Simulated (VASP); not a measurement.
# GaAs (P-6m2) in VASP: settings compared, part 2 of 2

VASP 6.6.1.

## (5) Single point, PBE, non-collinear spin, zero start, spin-orbit coupling

File INCAR:

```
  PREC = Accurate
  ENCUT = 520
  EDIFF = 1E-6
  ISMEAR = -1
  SIGMA = 0.05
  LREAL = F
  LASPH = T
  NELM = 150
  ALGO = Normal
  ISIF = 2
  LWAVE = F
  LCHARG = F
  LNONCOLLINEAR = T
  MAGMOM = 0 0 0 0 0 0
  LORBIT = 11
  LSORBIT = T
  GGA_COMPAT = F
  LORBMOM = T
  GGA = PE
  NBANDS = 30
```

File KPOINTS:

```
regular mesh
0
Gamma
  7 7 6
```

File POSCAR:

```
GaAs
1.0
    3.6064012100      0.0000000000      0.0000000000
   -1.8032006000      3.1232350600      0.0000000000
    0.0000000000      0.0000000000      3.5731941600
Ga As
1 1
Direct
    0.3333333300      0.6666666700      0.5000000000
    0.0000000000      0.0000000000      0.0000000000
```

Potentials or basis: VASP PAW PBE potentials, release 64 (Ga_d, As).

Launch:

```
$ cat potpaw_PBE.64/Ga_d/POTCAR potpaw_PBE.64/As/POTCAR > POTCAR
$ mpirun -np 1 vasp_ncl > vasp.out
```

OUTCAR:

```text
PREC = Accurate
   ENCUT = 520
   EDIFF = 1E-6
   ISMEAR = -1
   LREAL = F
   LASPH = T
   NELM = 150
   ISIF = 2
   LNONCOLLINEAR = T
   LORBIT = 11
   LSORBIT = T
   GGA = PE

 ion  position               nearest neighbor table
   1  0.333  0.667  0.500-   2 2.74   2 2.74   2 2.74   2 2.74   2 2.74   2 2.74
   2  0.000  0.000  0.000-   1 2.74   1 2.74   1 2.74   1 2.74   1 2.74   1 2.74

  LATTYP: Found a hexagonal cell.
 ALAT       =     3.6064012100
 C/A-ratio  =     0.9907921920

  Lattice vectors:

 A1 = (   3.6064012100,   0.0000000000,   0.0000000000)
 A2 = (  -1.8032006000,   3.1232350600,   0.0000000000)
 A3 = (   0.0000000000,   0.0000000000,   3.5731941600)

Analysis of symmetry for initial positions (statically):
=====================================================================
 Subroutine PRICEL returns:
 Original cell was already a primitive cell.

 Routine SETGRP: Setting up the symmetry group for a
 hexagonal supercell.

 Subroutine GETGRP returns: Found 12 space group operations
 (whereof 12 operations were pure point group operations)
 out of a pool of 24 trial point group operations.

The static configuration has the point symmetry D_3h.

Analysis of symmetry for dynamics (positions and initial velocities):
=====================================================================
 Subroutine PRICEL returns:
 Original cell was already a primitive cell.

 Routine SETGRP: Setting up the symmetry group for a
 hexagonal supercell.

 Subroutine GETGRP returns: Found 12 space group operations
 (whereof 12 operations were pure point group operations)
 out of a pool of 24 trial point group operations.

The dynamic configuration has the point symmetry D_3h.

Analysis of structural, dynamic, and magnetic symmetry:
=====================================================================
 Subroutine PRICEL returns:
 Original cell was already a primitive cell.

 Routine SETGRP: Setting up the symmetry group for a
 hexagonal supercell.

 Subroutine GETGRP returns: Found 12 space group operations
 (whereof 12 operations were pure point group operations)
 out of a pool of 24 trial point group operations.

The overall configuration has the point symmetry D_3h.

 Subroutine INISYM returns: Found 12 space group operations
 (whereof 12 operations are pure point group operations),
 and found     1 'primitive' translations

----------------------------------------------------------------------------------------

                                     Primitive cell

  volume of cell :      40.2472

  direct lattice vectors                    reciprocal lattice vectors
     3.606401210  0.000000000  0.000000000     0.277284734  0.160090416  0.000000000
    -1.803200600  3.123235060  0.000000000     0.000000000  0.320180832  0.000000000
     0.000000000  0.000000000  3.573194160     0.000000000  0.000000000  0.279861646

[... 143 lines left out ...]
      2      -9.9290      1.00000
      3      -9.9093      1.00000
      4      -9.9093      1.00000
      5      -9.4811      1.00000
      6      -9.4811      1.00000
[... 781 lines left out ...]
     29      15.4430      0.00000
     30      15.4926      0.00000

 [... further k-points ...]
[... 5 lines left out ...]
  --------------------------------------------------------------------------------------
  -------------------------------------------------------------------------------------
  Total        0.4276369      0.4276369     -1.3109167      0.0000000     -0.0000000      0.0000000
  in kB       17.0235626     17.0235626    -52.1855589      0.0000000     -0.0000000      0.0000000
  external PRESSURE =      -6.0461446 kB  Pullay stress =       0.0000000 kB

 VOLUME and BASIS-vectors are now :
 -----------------------------------------------------------------------------
  energy-cutoff  :      520.00
  volume of cell :       40.25
      direct lattice vectors                 reciprocal lattice vectors
     3.606401210  0.000000000  0.000000000     0.277284734  0.160090416  0.000000000
    -1.803200600  3.123235060  0.000000000     0.000000000  0.320180832  0.000000000
     0.000000000  0.000000000  3.573194160     0.000000000  0.000000000  0.279861646

 POSITION                                       TOTAL-FORCE (eV/Angst)
 -----------------------------------------------------------------------------------
     -0.00000      2.08216      1.78660         0.000000     -0.000000      0.000000
      0.00000      0.00000      0.00000        -0.000000      0.000000      0.000000
 -----------------------------------------------------------------------------------
    total drift:                                0.000008     -0.000005     -0.000000

  FREE ENERGIE OF THE ION-ELECTRON SYSTEM (eV)
  ---------------------------------------------------
  free  energy   TOTEN  =        -7.4429317898 eV

  energy  without entropy=       -7.4362912251  energy(sigma->0) =       -7.43961151

 orbital moment (x)

 # of ion     p       d       tot
 ----------------------------------------
  1        -0.000   0.000   0.000
  2         0.000   0.000   0.000
 ----------------------------------------
            0.000   0.000   0.000

 orbital moment (y)

 # of ion     p       d       tot
 ----------------------------------------
  1        -0.000  -0.000  -0.000
  2        -0.000   0.000  -0.000
 ----------------------------------------
           -0.000  -0.000  -0.000

 orbital moment (z)

 # of ion     p       d       tot
 ----------------------------------------
  1         0.000   0.000   0.000
  2        -0.000  -0.000  -0.000
 ----------------------------------------
           -0.000   0.000  -0.000

 Spin-Orbit-Coupling matrix elements

 Ion:    1  E_soc:     -0.0107366
 l=   1
     0.0000000    -0.0009160    -0.0010971
    -0.0009160     0.0000000    -0.0009160
    -0.0010971    -0.0009160     0.0000000
 l=   2
     0.0000000    -0.0001623     0.0000000    -0.0001623    -0.0006469
    -0.0001623     0.0000000    -0.0004893    -0.0001648    -0.0001623
     0.0000000    -0.0004893     0.0000000    -0.0004893     0.0000000
    -0.0001623    -0.0001648    -0.0004893     0.0000000    -0.0001623
    -0.0006469    -0.0001623     0.0000000    -0.0001623     0.0000000
 l=   3
     0.0000000     0.0000000     0.0000000     0.0000000     0.0000000     0.0000000     0.0000000
     0.0000000     0.0000000     0.0000000     0.0000000     0.0000000     0.0000000     0.0000000
     0.0000000     0.0000000     0.0000000     0.0000000     0.0000000     0.0000000     0.0000000
     0.0000000     0.0000000     0.0000000     0.0000000     0.0000000     0.0000000     0.0000000
     0.0000000     0.0000000     0.0000000     0.0000000     0.0000000     0.0000000     0.0000000
     0.0000000     0.0000000     0.0000000     0.0000000     0.0000000     0.0000000     0.0000000
     0.0000000     0.0000000     0.0000000     0.0000000     0.0000000     0.0000000     0.0000000

 Ion:    2  E_soc:     -0.0272421
 l=   1
     0.0000000    -0.0042592    -0.0050836
    -0.0042592     0.0000000    -0.0042592
    -0.0050836    -0.0042592     0.0000000
 l=   2
     0.0000000    -0.0000013     0.0000000    -0.0000013    -0.0000064
    -0.0000013     0.0000000    -0.0000060     0.0000044    -0.0000013
     0.0000000    -0.0000060     0.0000000    -0.0000060     0.0000000
    -0.0000013     0.0000044    -0.0000060     0.0000000    -0.0000013
    -0.0000064    -0.0000013     0.0000000    -0.0000013     0.0000000
 l=   3
     0.0000000     0.0000000     0.0000000     0.0000000     0.0000000     0.0000000     0.0000000
     0.0000000     0.0000000     0.0000000     0.0000000     0.0000000     0.0000000     0.0000000
     0.0000000     0.0000000     0.0000000     0.0000000     0.0000000     0.0000000     0.0000000
     0.0000000     0.0000000     0.0000000     0.0000000     0.0000000     0.0000000     0.0000000
     0.0000000     0.0000000     0.0000000     0.0000000     0.0000000     0.0000000     0.0000000
     0.0000000     0.0000000     0.0000000     0.0000000     0.0000000     0.0000000     0.0000000
     0.0000000     0.0000000     0.0000000     0.0000000     0.0000000     0.0000000     0.0000000

 total charge

# of ion       s       p       d       tot
------------------------------------------
    1        0.975   0.563   9.973  11.511
    2        1.285   1.366   0.037   2.687
--------------------------------------------------
tot          2.259   1.929  10.010  14.198

 magnetization (x)

# of ion       s       p       d       tot
------------------------------------------
    1       -0.000   0.000   0.000  -0.000
    2        0.000   0.000   0.000   0.000
--------------------------------------------------
tot         -0.000   0.000   0.000  -0.000

 magnetization (y)

# of ion       s       p       d       tot
------------------------------------------
    1       -0.000   0.000  -0.000  -0.000
    2        0.000   0.000   0.000   0.000
--------------------------------------------------
tot         -0.000   0.000   0.000  -0.000

 magnetization (z)

# of ion       s       p       d       tot
------------------------------------------
    1       -0.000   0.000  -0.000  -0.000
    2        0.000  -0.000   0.000  -0.000
--------------------------------------------------
tot         -0.000  -0.000   0.000  -0.000
```

OSZICAR:

```text
N       E                     dE             d eps       ncg     rms          rms(c)
DAV:   1     0.129482918950E+03    0.12948E+03   -0.82866E+03  3124   0.181E+03
DAV:   2     0.876291660058E+01   -0.12072E+03   -0.11422E+03  3026   0.455E+02
DAV:   3    -0.700704748032E+01   -0.15770E+02   -0.15472E+02  3392   0.113E+02
DAV:   4    -0.750360383477E+01   -0.49656E+00   -0.49494E+00  3508   0.209E+01
DAV:   5    -0.751145275247E+01   -0.78489E-02   -0.78473E-02  3224   0.276E+00    0.206E+00
DAV:   6    -0.745027108120E+01    0.61182E-01   -0.90096E-02  4016   0.609E+00    0.119E+00
DAV:   7    -0.744352731933E+01    0.67438E-02   -0.26333E-02  3822   0.152E+00    0.382E-01
DAV:   8    -0.744293512489E+01    0.59219E-03   -0.48240E-03  3642   0.103E+00    0.719E-02
DAV:   9    -0.744292286883E+01    0.12256E-04   -0.62268E-04  3838   0.418E-01    0.554E-02
DAV:  10    -0.744292886298E+01   -0.59942E-05   -0.50852E-05  3340   0.666E-02    0.264E-02
DAV:  11    -0.744293215052E+01   -0.32875E-05   -0.13232E-05  3306   0.515E-02    0.108E-02
DAV:  12    -0.744293178981E+01    0.36071E-06   -0.28020E-06  3022   0.174E-02
   1 F= -.74429318E+01 E0= -.74396115E+01  d E =-.664056E-02  mag=     0.0000    -0.0000    -0.0000
```

stdout:

```text
POSCAR found type information on POSCAR GaAs
 POSCAR found :  2 types and       2 ions
 scaLAPACK will be used
 LDA part: xc-table for (Slater+PW92), standard interpolation
 POSCAR, INCAR and KPOINTS ok, starting setup
 FFT: planning ... GRIDC
 FFT: planning ... GRID_SOFT
 FFT: planning ... GRID
 WAVECAR not read
 entering main loop
```

Run time: 48 s. Hardware: 1 thread of Intel Xeon 6975P-C (Granite Rapids), shared host; peak memory 0.28 GiB.

What came out:

| Item | Value |
| --- | --- |
| Free energy | -7.4429 eV |
| Pressure | -0.6 GPa |
| Net moment | 0.00 μB per cell |
| Valence electrons inside the program's atomic spheres | Ga 11.51; As 2.69 |

Moments on the atoms (μB; x, y, z):
```
Ga  0.00 0.00 0.00
As  0.00 0.00 0.00
```

## (6) Single point, LDA, non-collinear spin, zero start, spin-orbit coupling

INCAR, as its differences from that of step 5:

```diff
@@ -12,3 +12,2 @@
   LCHARG = F
-  LNONCOLLINEAR = T
   MAGMOM = 0 0 0 0 0 0
@@ -18,3 +17,3 @@
   LORBMOM = T
-  GGA = PE
+  GGA = CA
   NBANDS = 30
```

KPOINTS is that of step 5.

POSCAR is that of step 5.

Potentials or basis: VASP PAW LDA potentials, release 64 (Ga_d, As).

Launch:

```
$ cat potpaw_LDA.64/Ga_d/POTCAR potpaw_LDA.64/As/POTCAR > POTCAR
$ mpirun -np 1 vasp_ncl > vasp.out
```

Run time: 49 s. Hardware: 1 thread of Intel Xeon 6975P-C (Granite Rapids), shared host; peak memory 0.25 GiB.

Results (log left out):

```yaml
Free_energy: -8.8275 eV
Pressure: -5.8 GPa
Net_moment: 0.00 μB per cell
Valence_electrons_inside_the_program's_atomic_spheres: Ga 11.53; As 2.70
```

Stress tensor (GPa, compression positive):
```
 -3.16   0.00   0.00
  0.00  -3.16   0.00
  0.00   0.00 -10.96
```

Moments on the atoms (μB; x, y, z):
```
Ga  0.00 0.00 0.00
As  0.00 0.00 0.00
```

## (7) The runs side by side

```tsv
task	level	potentials or basis	spin	cell	k mesh	cutoff (eV)	gap on the mesh (eV)	pressure (GPa)	moment (μB)	relaxed volume (Å³/atom)
relaxation of cell and atoms	PBE	VASP PAW PBE potentials, release 64 (Ga_d, As)	off	relaxed	9 × 9 × 8	600	none	0.0	-	20.65
relaxation of cell and atoms	LDA	VASP PAW LDA potentials, release 64 (Ga_d, As)	off	relaxed	9 × 9 × 8	600	none	0.0	-	18.86
relaxation of cell and atoms	PBEsol	VASP PAW PBE potentials, release 64 (Ga_d, As)	off	relaxed	9 × 9 × 8	600	none	0.1	-	19.54
single point	PBE	VASP PAW PBE potentials, release 64 (Ga_d, As)	non-collinear, zero start, SOC	as given	7 × 7 × 6	520	-	-0.6	0.00	-
single point	LDA	VASP PAW LDA potentials, release 64 (Ga_d, As)	non-collinear, zero start, SOC	as given	7 × 7 × 6	520	-	-5.8	0.00	-
```

Alike in all rows: smearing fermi-dirac 0.05 eV.

Caveats: the PAW data sets were made with another functional, which shifts forces and pressure a little (some runs).

Total energies depend on the potentials used, so only differences within one code and one set of settings carry meaning.
